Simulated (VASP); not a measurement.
# KCdCO3F (P-6m2) in VASP: single point with PBEsol

Aim: the single point of KCdCO3F with PBEsol.

Everything below comes from runs of VASP 6.6.1. Logs are shortened: lines on timing, memory, paths and dates and some standing lists are left out, and cuts for length are marked.

**1. The cell of the first run**

Symmetry: P-6m2, No. 187, hexagonal system. The conventional cell has a = 5.039 Å, b = 5.039 Å, c = 4.415 Å, α = 90.00°, β = 90.00°, γ = 120.00°. Within 3.7 Å of K (site symmetry -6m2) lie 6 O at 2.74 Å and 3 F at 2.91 Å and 6 Cd at 3.65 Å and 6 C at 3.65 Å. Cd (site symmetry -6m2) has 2 F at 2.21 Å and 6 O at 2.53 Å and 3 C at 2.91 Å within 3.0 Å. Within 1.7 Å of C (site symmetry -6m2) lie 3 O at 1.29 Å. O (site symmetry mm2) has 1 C at 1.29 Å within 1.7 Å. Within 3.0 Å of F (site symmetry -6m2) lie 2 Cd at 2.21 Å and 3 K at 2.91 Å.

**2. Single point, PBEsol**

Contents of INCAR:

```
PREC = Accurate
ENCUT = 700
EDIFF = 1E-6
ISMEAR = 0
SIGMA = 0.02
LREAL = F
LASPH = T
NELM = 120
ALGO = Normal
ISIF = 2
LWAVE = F
LCHARG = F
GGA = PS
NBANDS = 38
GGA_COMPAT = F
```

Contents of KPOINTS:

```
Automatic mesh
0
Gamma
  6 6 6
```

Contents of POSCAR:

```
KCdCO3F
1.0
    5.0392658160      0.0000000000      0.0000000000
   -2.5196329080      4.3641322131      0.0000000000
    0.0000000000      0.0000000000      4.4150589533
K Cd C O F
1 1 1 3 1
Direct
    0.0000000000      0.0000000000      0.0000000000
    0.6666666667      0.3333333333      0.5000000000
    0.3333333333      0.6666666667      0.5000000000
    0.1858637433      0.3717274866      0.5000000000
    0.1858637433      0.8141362567      0.5000000000
    0.6282725134      0.8141362567      0.5000000000
    0.6666666667      0.3333333333      0.0000000000
```

Potentials or basis: VASP PAW PBE potentials, release 64 (K_sv, Cd_sv_GW, C, O, F).

Command:

```console
$ cat potpaw_PBE.64/K_sv/POTCAR potpaw_PBE.64/Cd_sv_GW/POTCAR potpaw_PBE.64/C/POTCAR potpaw_PBE.64/O/POTCAR potpaw_PBE.64/F/POTCAR > POTCAR
$ mpirun -np 1 vasp_std > vasp.out
```

OUTCAR:

```text
PREC = Accurate
   ENCUT = 700
   EDIFF = 1E-6
   ISMEAR = 0
   LREAL = F
   LASPH = T
   NELM = 120
   ISIF = 2
   GGA = PS

 ion  position               nearest neighbor table
   1  0.000  0.000  0.000-   5 2.74   5 2.74   6 2.74   6 2.74   4 2.74   4 2.74
   2  0.667  0.333  0.500-   7 2.21   7 2.21
   3  0.333  0.667  0.500-   5 1.29   6 1.29   4 1.29
   4  0.186  0.372  0.500-   3 1.29   1 2.74   1 2.74
   5  0.186  0.814  0.500-   3 1.29   1 2.74   1 2.74
   6  0.628  0.814  0.500-   3 1.29   1 2.74   1 2.74
   7  0.667  0.333  0.000-   2 2.21   2 2.21

  LATTYP: Found a hexagonal cell.
 ALAT       =     5.0392658160
 C/A-ratio  =     0.8761313879

  Lattice vectors:

 A1 = (   5.0392658160,   0.0000000000,   0.0000000000)
 A2 = (  -2.5196329080,   4.3641322131,   0.0000000000)
 A3 = (   0.0000000000,   0.0000000000,   4.4150589533)

Analysis of symmetry for initial positions (statically):
=====================================================================
 Subroutine PRICEL returns:
 Original cell was already a primitive cell.

 Routine SETGRP: Setting up the symmetry group for a
 hexagonal supercell.

 Subroutine GETGRP returns: Found 12 space group operations
 (whereof 12 operations were pure point group operations)
 out of a pool of 24 trial point group operations.

The static configuration has the point symmetry D_3h.

Analysis of symmetry for dynamics (positions and initial velocities):
=====================================================================
 Subroutine PRICEL returns:
 Original cell was already a primitive cell.

 Routine SETGRP: Setting up the symmetry group for a
 hexagonal supercell.

 Subroutine GETGRP returns: Found 12 space group operations
 (whereof 12 operations were pure point group operations)
 out of a pool of 24 trial point group operations.

The dynamic configuration has the point symmetry D_3h.

 Subroutine INISYM returns: Found 12 space group operations
 (whereof 12 operations are pure point group operations),
 and found     1 'primitive' translations

----------------------------------------------------------------------------------------

                                     Primitive cell

  volume of cell :      97.0961

  direct lattice vectors                    reciprocal lattice vectors
     5.039265816  0.000000000  0.000000000     0.198441606  0.114570314  0.000000000
    -2.519632908  4.364132213  0.000000000     0.000000000  0.229140629  0.000000000
     0.000000000  0.000000000  4.415058953     0.000000000  0.000000000  0.226497542

  length of vectors
     5.039265816  5.039265816  4.415058953     0.229140629  0.229140629  0.226497542

  position of ions in fractional coordinates (direct lattice)
     0.000000000  0.000000000  0.000000000
     0.666666667  0.333333333  0.500000000
     0.333333333  0.666666667  0.500000000
     0.185863743  0.371727487  0.500000000
     0.185863743  0.814136257  0.500000000
     0.628272513  0.814136257  0.500000000
     0.666666667  0.333333333  0.000000000

  ion indices of the primitive-cell ions
   primitive index   ion index
                 1           1
                 2           2
                 3           3
                 4           4
                 5           5
                 6           6
                 7           7

----------------------------------------------------------------------------------------

 KPOINTS: Automatic mesh

Automatic generation of k-mesh.
 Grid dimensions read from file:
 generate k-points for:    6    6    6

 Generating k-lattice:

  Cartesian coordinates                     Fractional coordinates (reciprocal lattice)
     0.033073601  0.019095052  0.000000000     0.166666667  0.000000000  0.000000000
     0.000000000  0.038190105  0.000000000     0.000000000  0.166666667  0.000000000
     0.000000000  0.000000000  0.037749590     0.000000000  0.000000000  0.166666667

  Length of vectors
     0.038190105  0.038190105  0.037749590

  Shift w.r.t. Gamma in fractional coordinates (k-lattice)
     0.000000000  0.000000000  0.000000000

 Subroutine IBZKPT returns following result:
 ===========================================

 Found     28 irreducible k-points:

 Following reciprocal coordinates:
            Coordinates               Weight
  0.000000  0.000000  0.000000      1.000000
  0.166667  0.000000  0.000000      6.000000
  0.333333  0.000000  0.000000      6.000000
  0.500000  0.000000  0.000000      3.000000
  0.166667  0.166667  0.000000      6.000000
  0.333333  0.166667  0.000000     12.000000
[... 16 lines left out ...]
  0.166667  0.000000  0.500000      6.000000
  0.333333  0.000000  0.500000      6.000000
 [... further k-points ...]
   k-points           NKPTS =     28   k-points in BZ     NKDIM =     28   number of bands    NBANDS=     38
   number of dos      NEDOS =    301   number of ions     NIONS =      7
   total plane-waves  NPLWV =  92160
   dimension x,y,z NGX =    48 NGY =   48 NGZ =   40
   dimension x,y,z NGXF=    96 NGYF=   96 NGZF=   80
   ions per type =               1   1   1   3   1
   NGX,Y,Z   is equivalent  to a cutoff of  15.84, 15.84, 15.06 a.u.
   NGXF,Y,Z  is equivalent  to a cutoff of  31.67, 31.67, 30.12 a.u.
 SYSTEM =  unknown system
   PREC   = accura    normal or accurate (medium, high low for compatibility)
   ISTART =      0    job   : 0-new  1-cont  2-samecut
   ICHARG =      2    charge: 1-file 2-atom 10-const
   ISPIN  =      1    spin polarized calculation?
   LNONCOLLINEAR =      F non collinear calculations
   LSORBIT =      F    spin-orbit coupling
   LASPH  =      T    aspherical Exc in radial PAW
   ENCUT  =  700.0 eV  51.45 Ry    7.17 a.u.  10.87 10.87  9.52*2*pi/ulx,y,z
   NELM   =    120;   NELMIN=  2; NELMDL= -5     # of ELM steps
   EDIFF  = 0.1E-05   stopping-criterion for ELM
   LREAL  =      F    real-space projection
   EDIFFG = 0.1E-04   stopping-criterion for IOM
   NSW    =      0    number of steps for IOM
   IBRION =     -1    ionic relax: 0-MD 1-quasi-New 2-CG
   NFREE  =      0    steps in history (QN), initial steepest desc. (CG)
   ISIF   =      2    stress and relaxation
   ISYM   =      2    0-nonsym 1-usesym 2-fastsym
   POTIM  = 0.5000    time-step for ionic-motion
   TEBEG  =    0.0;   TEEND  =   0.0 temperature during run
   PSTRESS=    0.0 pullay stress
   NELECT =      58.0000    total number of electrons
   NUPDOWN=      -1.0000    fix difference up-down
   EMIN   =  10.00;   EMAX   =-10.00  energy-range for DOS
   EFERMI =   0.00;   METHOD = LEGACY
   ISMEAR =     0;   SIGMA  =   0.02  broadening in eV -4-tet -1-fermi 0-gaus
   EFERMI_NEDOS =   21; number of points for ismear=-14 and -15
   IALGO  =     38    algorithm
   IMIX   =      4    mixing-type and parameters
     AMIX     =   0.40;   BMIX     =  1.00
     AMIX_MAG =   1.60;   BMIX_MAG =  1.00
  volume/ion in A,a.u.               =      13.87        93.61
  Fermi-wavevector in a.u.,A,eV,Ry     =   1.378744  2.605448 25.863787  1.900935
  Thomas-Fermi vector in A             =   2.503777
   LORBIT       =      0    0 simple, 1 ext, 2 COOP (PROOUT), +10 PAW based schemes
   GGA     = PS    functional components
   LHFCALC =     F    Hartree Fock is set to
   AEXX    =    0.0000 exact exchange contribution
   IVDW    =     0    specifies the selected vdW correction
   LEPSILON=     F    determine dielectric tensor
   LRPA    =     F    only Hartree local field effects (RPA)
 non-spin polarized calculation
 Gauss-broadening in eV      SIGMA  =   0.02
  energy-cutoff  :      700.00
  volume of cell :       97.10
 maximum number of plane-waves:      4128
 NGX is ok and might be reduce to    48
   NGX = 21   NGY = 21   NGZ = 19

 number of electron      57.9999994 magnetization

 Free energy of the ion-electron system (eV)
  ---------------------------------------------------
  ext. energy  EPLUGINS =         0.00000000
  ---------------------------------------------------
  free energy    TOTEN  =       -41.92852309 eV

  energy without entropy =      -41.92852309  energy(sigma->0) =      -41.92852309

 E-fermi :   0.9545     XC(G=0):  -9.7707

 val. band max:        0.8596659723   @ k =   0.0000   0.0000   0.5000
 cond. band min:       2.7755451567   @ k =   0.0000   0.0000   0.0000
 fundamental gap:      1.9158791843
 Fermi energy:         0.9545150701

 k-point     1 :       0.0000    0.0000    0.0000
  band No.  band energies     occupation
      1     -99.4277      2.00000
      2     -60.5472      2.00000
      3     -60.5472      2.00000
      4     -60.5425      2.00000
      5     -26.5514      2.00000
      6     -21.0721      2.00000
[... 30 lines left out ...]
     37      11.3312      0.00000
     38      12.1124      0.00000

 k-point     2 :       0.1667    0.0000    0.0000
  band No.  band energies     occupation
      1     -99.4277      2.00000
      2     -60.5472      2.00000
      3     -60.5472      2.00000
      4     -60.5425      2.00000
      5     -26.5502      2.00000
      6     -21.0550      2.00000
[... 30 lines left out ...]
     37      11.3645      0.00000
     38      11.3682      0.00000

 k-point     3 :       0.3333    0.0000    0.0000
  band No.  band energies     occupation
      1     -99.4277      2.00000
      2     -60.5472      2.00000
      3     -60.5472      2.00000
      4     -60.5425      2.00000
      5     -26.5477      2.00000
      6     -21.0174      2.00000
[... 30 lines left out ...]
     37      11.0956      0.00000
[... 781 lines left out ...]
 k-point    23 :       0.1667    0.0000    0.5000
  band No.  band energies     occupation
      1     -99.4277      2.00000
      2     -60.5472      2.00000
      3     -60.5472      2.00000
      4     -60.5428      2.00000
      5     -26.5403      2.00000
      6     -21.0419      2.00000
[... 30 lines left out ...]
     37      11.0620      0.00000
     38      12.3773      0.00000

 k-point    24 :       0.3333    0.0000    0.5000
  band No.  band energies     occupation
      1     -99.4277      2.00000
      2     -60.5472      2.00000
      3     -60.5472      2.00000
      4     -60.5428      2.00000
      5     -26.5387      2.00000
      6     -21.0035      2.00000
[... 30 lines left out ...]
     37      11.3286      0.00000
     38      11.7405      0.00000

 [... further k-points ...]

------------------------ aborting loop because EDIFF is reached ----------------------------------------

  FORCE on cell =-STRESS in cart. coord.  units (eV):
  Direction    XX          YY          ZZ          XY          YZ          ZX
  --------------------------------------------------------------------------------------
  -------------------------------------------------------------------------------------
  Total        0.4304662      0.4304662     -0.1144006     -0.0000000      0.0000000      0.0000000
  in kB        7.1031011      7.1031011     -1.8877190     -0.0000000      0.0000000      0.0000000
  external PRESSURE =       4.1061611 kB  Pullay stress =       0.0000000 kB

 VOLUME and BASIS-vectors are now :
 -----------------------------------------------------------------------------
  energy-cutoff  :      700.00
  volume of cell :       97.10
      direct lattice vectors                 reciprocal lattice vectors
     5.039265816  0.000000000  0.000000000     0.198441606  0.114570314  0.000000000
    -2.519632908  4.364132213  0.000000000     0.000000000  0.229140629  0.000000000
     0.000000000  0.000000000  4.415058953     0.000000000  0.000000000  0.226497542

 POSITION                                       TOTAL-FORCE (eV/Angst)
 -----------------------------------------------------------------------------------
      0.00000      0.00000      0.00000         0.000000     -0.000000     -0.000000
      2.51963      1.45471      2.20753         0.000000     -0.000000     -0.000000
     -0.00000      2.90942      2.20753         0.000000     -0.000000     -0.000000
     -0.00000      1.62227      2.20753         0.000000     -0.295056      0.000000
     -1.11471      3.55300      2.20753        -0.255526      0.147528     -0.000000
      1.11471      3.55300      2.20753         0.255526      0.147528     -0.000000
      2.51963      1.45471      0.00000         0.000000     -0.000000     -0.000000
 -----------------------------------------------------------------------------------
    total drift:                               -0.000003      0.000002      0.000000

  FREE ENERGIE OF THE ION-ELECTRON SYSTEM (eV)
  ---------------------------------------------------
  free  energy   TOTEN  =       -41.9285230913 eV

  energy  without entropy=      -41.9285230913  energy(sigma->0) =      -41.92852309
```

Wall time 2.2 min (1 thread of AMD EPYC 9R45 (Zen 5), shared host); peak memory 0.38 GiB.

Results:

```yaml
Free_energy: -41.9285 eV
Pressure: 0.4 GPa
Largest_force: 0.295 eV/Å
Band_gap_on_the_k_mesh: 1.92 eV
```

Forces on the atoms (eV/Å):
```
K    0.000  0.000  0.000
Cd   0.000  0.000  0.000
C    0.000  0.000  0.000
O    0.000 -0.295  0.000
O   -0.256  0.148  0.000
O    0.256  0.148  0.000
F    0.000  0.000  0.000
```

Stress tensor (GPa, compression positive):
```
 0.71  0.00  0.00
 0.00  0.71  0.00
 0.00  0.00 -0.19
```

Caveat: the PAW data sets were made with another functional, which shifts forces and pressure a little.
